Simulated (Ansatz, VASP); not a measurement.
One calculation of HfN, two programs

```
Hf N
1.0
     3.15943    0.00000    0.00000
     0.00000    3.15943    0.00000
     0.00000    0.00000   20.46810
Hf N
3 3
Cartesian
  0.7899 0.7899 8.1217
  2.3696 2.3696 10.2340
  0.7899 0.7899 12.3464
  2.3696 2.3696 7.9222
  0.7899 0.7899 10.2341
  2.3696 2.3696 12.5459
```

Alike in both runs: functional LDA; k mesh 13 × 13 × 1; occupations fermi-dirac, width 0.08 eV; no spin polarisation.

Ansatz relaxed the structure, and its values are those at the end. VASP's run is a single point on that final structure, the one shown.

|  | VASP | Ansatz |
| --- | --- | --- |
| version | VASP 6.6.1 | Ansatz 0.2.0 |
| potentials or method | VASP PAW LDA potentials, release 64 (Hf_pv, N), cutoff 520 eV | all-electron LAPW, scalar-relativistic |

Ansatz gave:

| Quantity | Value |
| --- | --- |
| rms of the force components (eV/Å) | 0.002 |

**Question.** What did VASP give for the same quantities?

**Answer.** rms of the force components (eV/Å): 0.018.

LDA's correlation is that of Perdew and Zunger in VASP and of Perdew and Wang (1992) in Ansatz. Ansatz ran all-electron here, and VASP with PAW potentials. Ansatz's warnings: vacuum below fermi.

Neither program's run includes spin-orbit coupling.
